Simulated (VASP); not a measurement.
# P (Im-3m) in VASP: a series of runs

The runs below take P through single point, with PBE+D3(BJ).

Program: VASP 6.6.1. These are calculated values, not measurements. Logs are shortened: lines on timing, memory, paths and dates and some standing lists are left out, and cuts for length are marked.

## Step 1: The cell of the first run

The structure is cubic, space group Im-3m (No. 229). The conventional cell has a = 3.112 Å, b = 3.112 Å, c = 3.112 Å, α = 90.00°, β = 90.00°, γ = 90.00°. Within 3.6 Å of P (site symmetry m-3m) lie 14 P at 2.70 to 3.11 Å.

This isn't the form of P at room conditions, which is orthorhombic.

## Step 2: Single point, PBE+D3(BJ) (15.07 Å³/atom)

INCAR reads:

```
SYSTEM = P
  ALGO = Normal
  EDIFF = 1E-6
  ENCUT = 520
  GGA = PE
  ISIF = 2
  ISMEAR = 0
  IVDW = 12
  LASPH = .True.
  LCHARG = .True.
  LELF = .True.
  LREAL = .False.
  LVHAR = .True.
  LWAVE = .False.
  NBANDS = 8
  NELM = 60
  PREC = Accurate
  SIGMA = 0.05
```

KPOINTS reads:

```
k-points
0
Gamma
  8 8 8
  0 0 0
```

POSCAR reads:

```
P
1.0
   -1.5561732316      1.5561732316      1.5561732316
    1.5561732316     -1.5561732316      1.5561732316
    1.5561732316      1.5561732316     -1.5561732316
P
1
Direct
    0.0000000000      0.0000000000      0.0000000000
```

Potentials or basis: VASP PAW PBE potentials, release 64 (P).

On the command line:

```console
cat potpaw_PBE.64/P/POTCAR > POTCAR
mpirun -np 1 vasp_std > vasp.out
```

OUTCAR:

```text
SYSTEM = P
   EDIFF = 1E-6
   ENCUT = 520
   GGA = PE
   ISIF = 2
   ISMEAR = 0
   IVDW = 12
   LASPH = .True.
   LREAL = .False.
   NELM = 60
   PREC = Accurate
 IVDW          = 12

 ion  position               nearest neighbor table
   1  0.000  0.000  0.000-

  LATTYP: Found a body centered cubic cell.
 ALAT       =     3.1123464632

  Lattice vectors:

 A1 = (  -1.5561732316,   1.5561732316,   1.5561732316)
 A2 = (   1.5561732316,  -1.5561732316,   1.5561732316)
 A3 = (   1.5561732316,   1.5561732316,  -1.5561732316)

Analysis of symmetry for initial positions (statically):
=====================================================================
 Subroutine PRICEL returns:
 Original cell was already a primitive cell.

 Routine SETGRP: Setting up the symmetry group for a
 body centered cubic supercell.

 Subroutine GETGRP returns: Found 48 space group operations
 (whereof 48 operations were pure point group operations)
 out of a pool of 48 trial point group operations.

The static configuration has the point symmetry O_h .

Analysis of symmetry for dynamics (positions and initial velocities):
=====================================================================
 Subroutine PRICEL returns:
 Original cell was already a primitive cell.

 Routine SETGRP: Setting up the symmetry group for a
 body centered cubic supercell.

 Subroutine GETGRP returns: Found 48 space group operations
 (whereof 48 operations were pure point group operations)
 out of a pool of 48 trial point group operations.

The dynamic configuration has the point symmetry O_h .

 Subroutine INISYM returns: Found 48 space group operations
 (whereof 48 operations are pure point group operations),
 and found     1 'primitive' translations

----------------------------------------------------------------------------------------

                                     Primitive cell

  volume of cell :      15.0742

  direct lattice vectors                    reciprocal lattice vectors
    -1.556173232  1.556173232  1.556173232     0.000000000  0.321300990  0.321300990
     1.556173232 -1.556173232  1.556173232     0.321300990  0.000000000  0.321300990
     1.556173232  1.556173232 -1.556173232     0.321300990  0.321300990  0.000000000

  length of vectors
     2.695371103  2.695371103  2.695371103     0.454388218  0.454388218  0.454388218

  position of ions in fractional coordinates (direct lattice)
     0.000000000  0.000000000  0.000000000

  ion indices of the primitive-cell ions
   primitive index   ion index
                 1           1

----------------------------------------------------------------------------------------

 KPOINTS: k-points

Automatic generation of k-mesh.
 Grid dimensions read from file:
 generate k-points for:    8    8    8

 Generating k-lattice:

  Cartesian coordinates                     Fractional coordinates (reciprocal lattice)
     0.000000000  0.040162624  0.040162624     0.125000000  0.000000000  0.000000000
     0.040162624  0.000000000  0.040162624     0.000000000  0.125000000  0.000000000
     0.040162624  0.040162624  0.000000000     0.000000000  0.000000000  0.125000000

  Length of vectors
     0.056798527  0.056798527  0.056798527

  Shift w.r.t. Gamma in fractional coordinates (k-lattice)
     0.000000000  0.000000000  0.000000000

 Subroutine IBZKPT returns following result:
 ===========================================

 Found     29 irreducible k-points:

 Following reciprocal coordinates:
            Coordinates               Weight
  0.000000  0.000000  0.000000      1.000000
  0.125000  0.000000  0.000000     12.000000
  0.250000  0.000000  0.000000     12.000000
  0.375000  0.000000  0.000000     12.000000
  0.500000  0.000000  0.000000      6.000000
  0.125000  0.125000  0.000000     24.000000
[... 16 lines left out ...]
 -0.250000  0.250000  0.250000      6.000000
 -0.375000  0.375000  0.250000     24.000000
 [... further k-points ...]
   k-points           NKPTS =     29   k-points in BZ     NKDIM =     29   number of bands    NBANDS=      8
   number of dos      NEDOS =    301   number of ions     NIONS =      1
   total plane-waves  NPLWV =   8000
   dimension x,y,z NGX =    20 NGY =   20 NGZ =   20
   dimension x,y,z NGXF=    40 NGYF=   40 NGZF=   40
   ions per type =               1
   NGX,Y,Z   is equivalent  to a cutoff of  12.34, 12.34, 12.34 a.u.
   NGXF,Y,Z  is equivalent  to a cutoff of  24.67, 24.67, 24.67 a.u.
 SYSTEM =  P
   PREC   = accura    normal or accurate (medium, high low for compatibility)
   ISTART =      0    job   : 0-new  1-cont  2-samecut
   ICHARG =      2    charge: 1-file 2-atom 10-const
   ISPIN  =      1    spin polarized calculation?
   LNONCOLLINEAR =      F non collinear calculations
   LSORBIT =      F    spin-orbit coupling
   LASPH  =      T    aspherical Exc in radial PAW
   ENCUT  =  520.0 eV  38.22 Ry    6.18 a.u.   5.01  5.01  5.01*2*pi/ulx,y,z
   NELM   =     60;   NELMIN=  2; NELMDL= -5     # of ELM steps
   EDIFF  = 0.1E-05   stopping-criterion for ELM
   LREAL  =      F    real-space projection
   EDIFFG = 0.1E-04   stopping-criterion for IOM
   NSW    =      0    number of steps for IOM
   IBRION =     -1    ionic relax: 0-MD 1-quasi-New 2-CG
   NFREE  =      0    steps in history (QN), initial steepest desc. (CG)
   ISIF   =      2    stress and relaxation
   ISYM   =      2    0-nonsym 1-usesym 2-fastsym
   POTIM  = 0.5000    time-step for ionic-motion
   TEBEG  =    0.0;   TEEND  =   0.0 temperature during run
   PSTRESS=    0.0 pullay stress
   NELECT =       5.0000    total number of electrons
   NUPDOWN=      -1.0000    fix difference up-down
   EMIN   =  10.00;   EMAX   =-10.00  energy-range for DOS
   EFERMI =   0.00;   METHOD = LEGACY
   ISMEAR =     0;   SIGMA  =   0.05  broadening in eV -4-tet -1-fermi 0-gaus
   EFERMI_NEDOS =   21; number of points for ismear=-14 and -15
   IALGO  =     38    algorithm
   IMIX   =      4    mixing-type and parameters
     AMIX     =   0.40;   BMIX     =  1.00
     AMIX_MAG =   1.60;   BMIX_MAG =  1.00
  volume/ion in A,a.u.               =      15.07       101.73
  Fermi-wavevector in a.u.,A,eV,Ry     =   1.133236  2.141505 17.472915  1.284223
  Thomas-Fermi vector in A             =   2.269938
   LORBIT       =      0    0 simple, 1 ext, 2 COOP (PROOUT), +10 PAW based schemes
   GGA     = PE    functional components
   LHFCALC =     F    Hartree Fock is set to
   AEXX    =    0.0000 exact exchange contribution
   IVDW    =    12    specifies the selected vdW correction
   LEPSILON=     F    determine dielectric tensor
   LRPA    =     F    only Hartree local field effects (RPA)
 non-spin polarized calculation
 Gauss-broadening in eV      SIGMA  =   0.05
  energy-cutoff  :      520.00
  volume of cell :       15.07
 maximum number of plane-waves:       420
   NGX =  9   NGY =  9   NGZ =  9

 number of electron       4.9999999 magnetization

 Free energy of the ion-electron system (eV)
  ---------------------------------------------------
  ext. energy  EPLUGINS =         0.00000000
  ---------------------------------------------------
  free energy    TOTEN  =        -4.65395252 eV

  energy without entropy =       -4.65269565  energy(sigma->0) =       -4.65332409

 E-fermi :   9.2695     XC(G=0): -11.3168

 val. band max:        9.2581997982   @ k =  -0.2500   0.2500   0.1250
 cond. band min:       9.5136990997   @ k =   0.3750   0.1250   0.1250
 fundamental gap:      0.2554993015
 Fermi energy:         9.2694654010

 k-point     1 :       0.0000    0.0000    0.0000
  band No.  band energies     occupation
      1      -6.6724      2.00000
      2      15.8089      0.00000
      3      15.8089      0.00000
      4      15.8089      0.00000
      5      21.0258      0.00000
      6      21.0258      0.00000
      7      21.0258      0.00000
      8      24.8401      0.00000

 k-point     2 :       0.1250    0.0000    0.0000
  band No.  band energies     occupation
      1      -6.2235      2.00000
      2      13.3926      0.00000
      3      14.6096      0.00000
      4      15.5557      0.00000
      5      19.9427      0.00000
      6      20.7977      0.00000
      7      23.0165      0.00000
      8      23.6695      0.00000

 k-point     3 :       0.2500    0.0000    0.0000
  band No.  band energies     occupation
      1      -4.8897      2.00000
      2       8.9665      2.00000
      3      12.9297      0.00000
      4      14.9458      0.00000
      5      18.2246      0.00000
      6      18.9645      0.00000
      7      24.8370      0.00000
      8      24.8837      0.00000

 k-point     4 :       0.3750    0.0000    0.0000
  band No.  band energies     occupation
      1      -2.7374      2.00000
      2       4.6227      2.00000
      3      11.8151      0.00000
      4      14.3634      0.00000
      5      17.0227      0.00000
      6      17.6444      0.00000
      7      26.3780      0.00000
      8      26.7447      0.00000

 k-point     5 :       0.5000    0.0000    0.0000
  band No.  band energies     occupation
      1      -0.6453      2.00000
      2       1.7647      2.00000
      3      11.4343      0.00000
      4      14.1334      0.00000
      5      16.6052      0.00000
      6      17.1964      0.00000
      7      28.0163      0.00000
      8      28.1352      0.00000

 k-point     6 :       0.1250    0.1250    0.0000
  band No.  band energies     occupation
      1      -5.3317      2.00000
      2      10.8250      0.00000
      3      12.4757      0.00000
      4      14.4469      0.00000
      5      19.4127      0.00000
      6      20.6780      0.00000
      7      23.2008      0.00000
      8      24.4494      0.00000

 k-point     7 :       0.2500    0.1250   -0.0000
  band No.  band energies     occupation
      1      -3.5803      2.00000
      2       6.9227      2.00000
      3      10.4088      0.00000
      4      13.4559      0.00000
      5      18.5257      0.00000
      6      20.2824      0.00000
      7      23.9356      0.00000
      8      27.0311      0.00000
[... 133 lines left out ...]
 k-point    20 :      -0.3750    0.5000    0.1250
  band No.  band energies     occupation
      1      -0.3267      2.00000
      2       3.8620      2.00000
      3       7.3242      2.00000
      4      12.9971      0.00000
      5      18.0245      0.00000
      6      19.6606      0.00000
      7      22.1270      0.00000
      8      25.9449      0.00000

 k-point    21 :      -0.3750   -0.3750    0.1250
  band No.  band energies     occupation
      1       1.1814      2.00000
      2       4.2893      2.00000
      3       4.2893      2.00000
      4      13.4822      0.00000
      5      19.3529      0.00000
      6      19.3529      0.00000
      7      19.4236      0.00000
      8      29.9078      0.00000

 k-point    22 :       0.2500    0.2500    0.2500
  band No.  band energies     occupation
      1       1.2912      2.00000
      2       5.2605      2.00000
      3       5.2605      2.00000
      4       5.2605      2.00000
      5      26.8047      0.00000
      6      26.8047      0.00000
      7      26.8047      0.00000
      8      28.8650      0.00000

 k-point    23 :      -0.2500    0.2500    0.2500
  band No.  band energies     occupation
      1      -3.1312      2.00000
      2       9.8718      0.00000
      3       9.8718      0.00000
      4       9.9920      0.00000
      5      15.6043      0.00000
      6      24.2810      0.00000
      7      24.5601      0.00000
      8      24.6013      0.00000

 k-point    24 :      -0.3750    0.3750    0.2500
  band No.  band energies     occupation
      1      -1.0180      2.00000
      2       6.1074      2.00000
      3       8.6994      2.00000
      4      10.2849      0.00000
      5      15.2076      0.00000
      6      20.8537      0.00000
      7      23.4826      0.00000
      8      25.6276      0.00000

 [... further k-points ...]

------------------------ aborting loop because EDIFF is reached ----------------------------------------

 Edisp (eV)   -0.46248

 E8    (eV) :    -0.1729

  FORCE on cell =-STRESS in cart. coord.  units (eV):
  Direction    XX          YY          ZZ          XY          YZ          ZX
  --------------------------------------------------------------------------------------
  -------------------------------------------------------------------------------------
  Total      -0.91510    -0.91510    -0.91510    -0.00000     0.00000    -0.00000
  in kB     -97.26291   -97.26291   -97.26291    -0.00000     0.00000    -0.00000
  external pressure =      -97.26 kB  Pullay stress =        0.00 kB

 VOLUME and BASIS-vectors are now :
 -----------------------------------------------------------------------------
  energy-cutoff  :      520.00
  volume of cell :       15.07
      direct lattice vectors                 reciprocal lattice vectors
    -1.556173232  1.556173232  1.556173232     0.000000000  0.321300990  0.321300990
     1.556173232 -1.556173232  1.556173232     0.321300990  0.000000000  0.321300990
     1.556173232  1.556173232 -1.556173232     0.321300990  0.321300990  0.000000000

 POSITION                                       TOTAL-FORCE (eV/Angst)
 -----------------------------------------------------------------------------------
      0.00000      0.00000      0.00000         0.000000      0.000000     -0.000000
 -----------------------------------------------------------------------------------
    total drift:                                0.000000      0.000000     -0.000000

  FREE ENERGIE OF THE ION-ELECTRON SYSTEM (eV)
  ---------------------------------------------------
  free  energy   TOTEN  =        -5.1164282583 eV

  energy  without entropy=       -5.1151713918  energy(sigma->0) =       -5.11579983
```

Wall time 5.5 s (1 thread of Intel Xeon 8259CL, shared host); peak memory 0.13 GiB.

Results:

- Free energy: -5.1164 eV
- Pressure: -9.7 GPa
- Band gap on the k mesh: zero (an odd number of electrons rules out a gap without spin polarisation)
- Dispersion energy per atom: -0.462 eV

Levels at points of the mesh, in eV from the Fermi level:
| k point | band 1 | band 2 | band 3 | band 4 | band 5 | band 6 | band 7 | band 8 |
| --- | --- | --- | --- | --- | --- | --- | --- | --- |
| (0.00, 0.00, 0.00) | -15.94 | 6.54 | 6.54 | 6.54 | 11.76 | 11.76 | 11.76 | 15.57 |
| (0.50, 0.00, 0.00) | -9.91 | -7.50 | 2.16 | 4.86 | 7.34 | 7.93 | 18.75 | 18.87 |
| (0.50, 0.50, 0.50) | -4.70 | -2.56 | -2.56 | -2.56 | 2.60 | 2.60 | 22.79 | 22.79 |

Caveat: the cell stands under tension.

## Step 3: Single point, PBE+D3(BJ) (13.65 Å³/atom)

This run uses another cell than the first one, of 13.65 Å³/atom.

INCAR reads:

```
ALGO = Normal
EDIFF = 1E-6
ENCUT = 520
GGA = PE
ISIF = 2
ISMEAR = 0
IVDW = 12
LASPH = True
LCHARG = False
LREAL = False
LWAVE = False
NBANDS = 8
NELM = 100
PREC = Accurate
SIGMA = 0.05
```

KPOINTS reads:

```
k-points
0
Gamma
  8 8 8
```

POSCAR reads:

```
P
1.0
   -1.5055826526      1.5055826526      1.5055826526
    1.5055826526     -1.5055826526      1.5055826526
    1.5055826526      1.5055826526     -1.5055826526
P
1
Direct
    0.0000000000      0.0000000000      0.0000000000
```

Potentials or basis: VASP PAW PBE potentials, release 64 (P).

On the command line:

```console
cat potpaw_PBE.64/P/POTCAR > POTCAR
mpirun -np 1 vasp_std > vasp.out
```

Run time: 5 s. Hardware: 1 thread of Intel Xeon 8259CL, shared host; peak memory 0.13 GiB.

The run converged. Its results:

```
Free energy                : -5.1661 eV
Pressure                   : -1.7 GPa
Band gap on the k mesh     : zero (an odd number of electrons rules out a gap without spin polarisation)
Dispersion energy per atom : -0.511 eV
```

Levels at points of the mesh, in eV from the Fermi level:
| k point | band 1 | band 2 | band 3 | band 4 | band 5 | band 6 |
| --- | --- | --- | --- | --- | --- | --- |
| (0.00, 0.00, 0.00) | -17.08 | 7.40 | 7.40 | 7.40 | 11.91 | 11.91 |
| (0.50, 0.00, 0.00) | -10.30 | -8.40 | 2.41 | 5.33 | 7.12 | 8.21 |
| (0.50, 0.50, 0.50) | -4.07 | -2.90 | -2.90 | -2.90 | 2.01 | 2.01 |

Caveat: the k points lie up to 0.37 Å⁻¹ apart, too coarse for converged energies and pressures of a metal.

The gap in the log of VASP goes by the Fermi energy; the results here count the filled bands.